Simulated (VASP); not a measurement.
Here is a VASP 6.6.1 calculation.

File POSCAR:

```
CdS
1.0
    3.9280592432      0.0000000000      0.0000000000
   -1.9640296216      3.4017990922      0.0000000000
    0.0000000000      0.0000000000      6.4115500000
Cd S
2 2
Direct
    0.3333333333      0.6666666667      0.0000000000
    0.6666666667      0.3333333333      0.5000000000
    0.3333333333      0.6666666667      0.3850000000
    0.6666666667      0.3333333333      0.8850000000
```

INCAR.step1

```
SYSTEM = CdS
PREC     = Accurate       ! precision mode
ENCUT    = 520            ! plane-wave cutoff, eV
ISMEAR   = 0              ! smearing method
SIGMA    = 0.05           ! smearing width, eV
LREAL    = .False.        ! projectors in reciprocal space
LASPH    = .True.         ! aspherical terms in the spheres
NELM     = 80             ! most SCF steps
NBANDS   = 26             ! bands
GGA      = PE             ! functional
ALGO     = Normal         ! electronic algorithm
EDIFF    = 1E-4           ! SCF threshold, eV
LWAVE    = .True.         ! write WAVECAR
LCHARG   = .False.        ! write CHGCAR
```

Contents of INCAR.step2:

```
SYSTEM = CdS
PREC     = Accurate       ! precision mode
ENCUT    = 520            ! plane-wave cutoff, eV
EDIFF    = 1E-6           ! SCF threshold, eV
ISMEAR   = 0              ! smearing method
SIGMA    = 0.05           ! smearing width, eV
LREAL    = .False.        ! projectors in reciprocal space
LASPH    = .True.         ! aspherical terms in the spheres
NELM     = 80             ! most SCF steps
ALGO     = Normal         ! electronic algorithm
ISIF     = 2              ! what is computed and relaxed
LWAVE    = .False.        ! write WAVECAR
LCHARG   = .True.         ! write CHGCAR
METAGGA  = R2SCAN         ! meta-GGA
LMIXTAU  = .True.       
LELF     = .True.         ! ELF
LVHAR    = .True.       
NBANDS   = 26             ! bands
ISTART   = 1
```

Contents of KPOINTS:

```
Automatic mesh
0
Gamma
  12 12 4
  0 0 0
```

Potentials or basis: VASP PAW PBE potentials, release 64 (Cd, S).

The run is started by

```console
$ cat potpaw_PBE.64/Cd/POTCAR potpaw_PBE.64/S/POTCAR > POTCAR
$ cp INCAR.step1 INCAR
$ mpirun -np 1 vasp_std > vasp.out
$ cp INCAR.step2 INCAR
$ mpirun -np 1 vasp_std > vasp.out
```

Problem. Estimate the largest force.

Solution. 0.467 eV/Å.

Problem. Estimate the band gap on the k mesh.

Solution. 2.03 eV.

Problem. Estimate the pressure.

Solution. 15.9 GPa.

Forces in eV/Å, atoms in the order of the input:
```
Cd   0.000  0.000  0.467
Cd   0.000  0.000  0.467
S    0.000  0.000 -0.467
S    0.000  0.000 -0.467
```

Caveat: the cell differs from its parent crystal (strain -0.050 along x and y, -0.050 along z); the cell stands under pressure; the PAW data sets were made with another functional, which shifts forces and pressure a little. A k mesh can miss the band edges.
